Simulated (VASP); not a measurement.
Runs of VASP 6.6.1 on AlN. The structure is that of space group P6_3mc (No. 186), or close to it. The cells are those of the table. 

| cell | gap on the mesh (eV) | pressure (GPa) | largest force (eV/Å) |
| --- | --- | --- | --- |
| a = 3.158, b = 3.158, c = 5.060 Å, angles 90.0, 90.0, 120.0°, 4 atoms | (a) | (d) | 0.01 |
| a = 3.207, b = 3.207, c = 5.139 Å, angles 90.0, 90.0, 120.0°, 4 atoms | (b) | -12.4 | 0.02 |
| a = 3.107, b = 3.107, c = 4.979 Å, angles 90.0, 90.0, 120.0°, 4 atoms | 4.24 | 4.4 | 0.01 |
| a = 3.054, b = 3.054, c = 4.894 Å, angles 90.0, 90.0, 120.0°, 4 atoms | (c) | 16.4 | 0.03 |
| a = 2.999, b = 2.999, c = 4.807 Å, angles 90.0, 90.0, 120.0°, 4 atoms | 5.09 | 31.7 | 0.06 |

Alike in all rows: task single point; level PBE; potentials or basis VASP PAW PBE potentials, release 64 (Al, N); no spin polarisation; k mesh 6 × 6 × 2; cutoff (eV) 520; smearing gaussian 0.01 eV.

Fill in the values left out.

(a) 3.82; (b) 3.42; (c) 4.70; (d) -5.0.

Caveats: all runs use coarse meshes.

A k mesh can miss the band edges.
